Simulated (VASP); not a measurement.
# Cr (Im-3m) in VASP: further runs, part 2 of 2

VASP 6.6.1. The steps go on from the part before.

## (6) Single point, r2SCAN

POSCAR

```
Cr
1.0
   -1.4149597590      1.4149597590      1.4149597590
    1.4149597590     -1.4149597590      1.4149597590
    1.4149597590      1.4149597590     -1.4149597590
Cr
1
Direct
    0.0000000000      0.0000000000      0.0000000000
```

INCAR.step1

```
ALGO     = Normal         # electronic algorithm
EDIFF    = 1E-5           # SCF threshold, eV
ENCUT    = 550            # plane-wave cutoff, eV
GGA      = PE             # functional
GGA_COMPAT= False        
ISMEAR   = 1              # smearing method
LASPH    = True           # aspherical terms in the spheres
LCHARG   = False          # write CHGCAR
LREAL    = False          # projectors in reciprocal space
LWAVE    = True           # write WAVECAR
NBANDS   = 12             # bands
NELM     = 120            # most SCF steps
PREC     = Accurate       # precision mode
SIGMA    = 1.0            # smearing width, eV
```

INCAR.step2

```
ALGO     = Normal         # electronic algorithm
EDIFF    = 1E-6           # SCF threshold, eV
ENCUT    = 550            # plane-wave cutoff, eV
GGA_COMPAT= False        
ISIF     = 2              # what is computed and relaxed
ISMEAR   = 1              # smearing method
ISTART   = 1            
LASPH    = True           # aspherical terms in the spheres
LCHARG   = False          # write CHGCAR
LMIXTAU  = True         
LREAL    = False          # projectors in reciprocal space
LWAVE    = False          # write WAVECAR
METAGGA  = R2SCAN         # meta-GGA
NBANDS   = 12             # bands
NELM     = 120            # most SCF steps
PREC     = Accurate       # precision mode
SIGMA    = 1.0            # smearing width, eV
```

KPOINTS

```
k-points
0
Gamma
  15 15 15
```

Potentials or basis: VASP PAW PBE potentials, release 64 (Cr_pv).

Started as:

```
$ cat potpaw_PBE.64/Cr_pv/POTCAR > POTCAR
$ cp INCAR.step1 INCAR
$ mpirun -np 1 vasp_std > vasp.out
$ cp INCAR.step2 INCAR
$ mpirun -np 1 vasp_std > vasp.out
```

OUTCAR:

```text
EDIFF = 1E-6
   ENCUT = 550
   ISIF = 2
   ISMEAR = 1
   ISTART = 1
   LASPH = True
   LREAL = False
   METAGGA = R2SCAN
   NELM = 120
   PREC = Accurate

 ion  position               nearest neighbor table
   1  0.000  0.000  0.000-

  LATTYP: Found a body centered cubic cell.
 ALAT       =     2.8299195180

  Lattice vectors:

 A1 = (  -1.4149597590,   1.4149597590,   1.4149597590)
 A2 = (   1.4149597590,  -1.4149597590,   1.4149597590)
 A3 = (   1.4149597590,   1.4149597590,  -1.4149597590)

Analysis of symmetry for initial positions (statically):
=====================================================================
 Subroutine PRICEL returns:
 Original cell was already a primitive cell.

 Routine SETGRP: Setting up the symmetry group for a
 body centered cubic supercell.

 Subroutine GETGRP returns: Found 48 space group operations
 (whereof 48 operations were pure point group operations)
 out of a pool of 48 trial point group operations.

The static configuration has the point symmetry O_h .

Analysis of symmetry for dynamics (positions and initial velocities):
=====================================================================
 Subroutine PRICEL returns:
 Original cell was already a primitive cell.

 Routine SETGRP: Setting up the symmetry group for a
 body centered cubic supercell.

 Subroutine GETGRP returns: Found 48 space group operations
 (whereof 48 operations were pure point group operations)
 out of a pool of 48 trial point group operations.

The dynamic configuration has the point symmetry O_h .

 Subroutine INISYM returns: Found 48 space group operations
 (whereof 48 operations are pure point group operations),
 and found     1 'primitive' translations

----------------------------------------------------------------------------------------

[... 109 lines left out ...]
     AMIX     =   0.40;   BMIX     =  1.00
     AMIX_MAG =   1.60;   BMIX_MAG =  1.00
  volume/ion in A,a.u.               =      11.33        76.47
  Fermi-wavevector in a.u.,A,eV,Ry     =   1.668673  3.153334 37.884995  2.784469
  Thomas-Fermi vector in A             =   2.754479
   LORBIT       =      0    0 simple, 1 ext, 2 COOP (PROOUT), +10 PAW based schemes
   METAGGA = R2SCAN    functional components
   LHFCALC =     F    Hartree Fock is set to
   AEXX    =    0.0000 exact exchange contribution
   IVDW    =     0    specifies the selected vdW correction
   LEPSILON=     F    determine dielectric tensor
   LRPA    =     F    only Hartree local field effects (RPA)
 non-spin polarized calculation
 Methfessel and Paxton  Order N= 1 SIGMA  =   1.00
  energy-cutoff  :      550.00
  volume of cell :       11.33
 maximum number of plane-waves:       350
   NGX =  9   NGY =  9   NGZ =  9

 number of electron      12.0000002 magnetization

 Free energy of the ion-electron system (eV)
  ---------------------------------------------------
  ext. energy  EPLUGINS =         0.00000000
  ---------------------------------------------------
  free energy    TOTEN  =       -14.76231657 eV

  energy without entropy =      -14.91014703  energy(sigma->0) =      -14.81159339

 E-fermi :  11.1320     XC(G=0): -15.1144

 val. band max:       11.1224534271   @ k =  -0.1333   0.2000   0.0667
 cond. band min:      11.1377696113   @ k =  -0.2000   0.2000   0.1333
 fundamental gap:      0.0153161842
 Fermi energy:        11.1320397144

 k-point     1 :       0.0000    0.0000    0.0000
  band No.  band energies     occupation
      1     -33.1358      2.00000
      2     -33.1358      2.00000
      3     -33.1358      2.00000
      4       2.7003      2.00000
      5      10.1856      2.03728
      6      10.1856      2.03727
      7      10.1856      2.03727
      8      12.6193     -0.05643
      9      12.6193     -0.05643
     10      14.3936     -0.00004
     11      34.4449      0.00000
     12      34.4449      0.00000
[... 331 lines left out ...]
 k-point    24 :       0.4000    0.2000    0.0000
  band No.  band energies     occupation
      1     -34.0256      2.00000
      2     -33.5975      2.00000
      3     -33.2365      2.00000
      4       7.3667      2.00000
      5       8.6248      2.00224
      6       9.9434      2.07049
      7      12.4734     -0.06735
      8      13.1459     -0.01529
      9      14.3199     -0.00006
     10      17.1556     -0.00000
     11      21.6277     -0.00000
     12      25.8533     -0.00000

 [... further k-points ...]
[... 5 lines left out ...]
  --------------------------------------------------------------------------------------
  -------------------------------------------------------------------------------------
  Total       -0.1193509     -0.1193509     -0.1193509      0.0000000     -0.0000000      0.0000000
  in kB      -16.8750072    -16.8750072    -16.8750072      0.0000000     -0.0000000      0.0000000
  external PRESSURE =     -16.8750072 kB  Pullay stress =       0.0000000 kB

 VOLUME and BASIS-vectors are now :
 -----------------------------------------------------------------------------
  energy-cutoff  :      550.00
  volume of cell :       11.33
      direct lattice vectors                 reciprocal lattice vectors
    -1.414959759  1.414959759  1.414959759     0.000000000  0.353366940  0.353366940
     1.414959759 -1.414959759  1.414959759     0.353366940  0.000000000  0.353366940
     1.414959759  1.414959759 -1.414959759     0.353366940  0.353366940  0.000000000

 POSITION                                       TOTAL-FORCE (eV/Angst)
 -----------------------------------------------------------------------------------
      0.00000      0.00000      0.00000         0.000000     -0.000000      0.000000
 -----------------------------------------------------------------------------------
    total drift:                                0.000000     -0.000000      0.000000

  FREE ENERGIE OF THE ION-ELECTRON SYSTEM (eV)
  ---------------------------------------------------
  free  energy   TOTEN  =       -14.7623165729 eV

  energy  without entropy=      -14.9101470280  energy(sigma->0) =      -14.81159339
```

OSZICAR.step1:

```text
N       E                     dE             d eps       ncg     rms          rms(c)
DAV:   1     0.823601691180E+02    0.82360E+02   -0.72699E+03  2892   0.125E+03
DAV:   2    -0.991124013935E+01   -0.92271E+02   -0.89207E+02  2912   0.304E+02
DAV:   3    -0.111178835934E+02   -0.12066E+01   -0.12002E+01  3180   0.418E+01
DAV:   4    -0.111241776266E+02   -0.62940E-02   -0.62939E-02  3064   0.301E+00
DAV:   5    -0.111242522612E+02   -0.74635E-04   -0.74633E-04  3160   0.303E-01    0.132E+01
DAV:   6    -0.948716334348E+01    0.16371E+01   -0.42468E+00  3032   0.352E+01    0.206E+00
DAV:   7    -0.947068357599E+01    0.16480E-01   -0.48391E-02  2932   0.296E+00    0.110E+00
DAV:   8    -0.946081793126E+01    0.98656E-02   -0.25570E-03  3112   0.825E-01    0.129E-01
DAV:   9    -0.946080720271E+01    0.10729E-04   -0.48742E-04  2940   0.349E-01    0.377E-02
DAV:  10    -0.946080203757E+01    0.51651E-05   -0.13816E-05  2176   0.662E-02
   1 F= -.94608020E+01 E0= -.95128786E+01  d E =0.156230E+00
```

It took 25 s on 1 thread of Intel Xeon 6975P-C (Granite Rapids), shared host; peak memory 0.13 GiB.

Results:

| Item | Value |
| --- | --- |
| Free energy | -14.7623 eV |
| Pressure | -1.7 GPa |
| Band gap on the k mesh | zero (band 6 reaches 13.60 eV, above the bottom of band 7 at 10.19 eV) |

Caveat: the PAW data sets were made with another functional, which shifts forces and pressure a little; the run has no spin polarisation, though such a crystal can be magnetic.

## (7) Overview

| smearing | gap on the mesh (eV) | pressure (GPa) |
| --- | --- | --- |
| methfessel-paxton 0.1 eV | none | 0.6 |
| methfessel-paxton 0.2 eV | none | 0.6 |
| methfessel-paxton 0.3 eV | none | 0.5 |
| methfessel-paxton 0.6 eV | none | 0.2 |
| methfessel-paxton 1 eV | none | -1.7 |

Alike in all rows: task single point; level r2SCAN; potentials or basis VASP PAW PBE potentials, release 64 (Cr_pv); no spin polarisation; cell as given; k mesh 15 × 15 × 15; cutoff (eV) 550.

Every run on the cell as given and a fine mesh finds a metal.

Caveats: the PAW data sets were made with another functional, which shifts forces and pressure a little; the run has no spin polarisation, though such a crystal can be magnetic.

Absolute energies hang on the potentials; compare differences alone.
